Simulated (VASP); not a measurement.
A run of VASP 6.6.1:

INCAR

```
SYSTEM = SiCl3
PREC     = Accurate       ! precision mode
ENCUT    = 520            ! plane-wave cutoff, eV
EDIFF    = 1E-6           ! SCF threshold, eV
ISMEAR   = -1             ! smearing method
SIGMA    = 0.1            ! smearing width, eV
LREAL    = .False.        ! projectors in reciprocal space
LASPH    = .True.         ! aspherical terms in the spheres
NELM     = 80             ! most SCF steps
ALGO     = Normal         ! electronic algorithm
ISIF     = 2              ! what is computed and relaxed
LWAVE    = .False.        ! write WAVECAR
LCHARG   = .False.        ! write CHGCAR
GGA      = PE             ! functional
NBANDS   = 35             ! bands
```

KPOINTS

```
regular mesh
0
Gamma
  6 6 5
  0 0 0
```

Contents of POSCAR:

```
SiCl3
1.0
    6.1604250000      0.0000000000      0.0000000000
   -3.0802130000      5.3350870000      0.0000000000
    0.0000000000      0.0000000000      6.5652530000
Cl Si
6 2
Direct
    0.0300000000      0.3700000000      0.2500000000
    0.6600000000      0.0300000000      0.7500000000
    0.6300000000      0.6600000000      0.2500000000
    0.9700000000      0.6300000000      0.7500000000
    0.3400000000      0.9700000000      0.2500000000
    0.3700000000      0.3400000000      0.7500000000
    0.3333000000      0.6667000000      0.2500000000
    0.6666000000      0.3333000000      0.7500000000
```

Potentials or basis: VASP PAW PBE potentials, release 64 (Cl, Si).

Command:

```console
$ cat potpaw_PBE.64/Cl/POTCAR potpaw_PBE.64/Si/POTCAR > POTCAR
$ mpirun -np 1 vasp_std > vasp.out
```

Hardware: 1 thread of Intel Xeon 8259CL, on a shared host.

**Question.** Estimate the wall time of this run.

**Answer.** It took 16 min on 1 thread of Intel Xeon 8259CL (shared host), peak memory 0.54 GiB. Counts: scf iterations 16, k points 60.
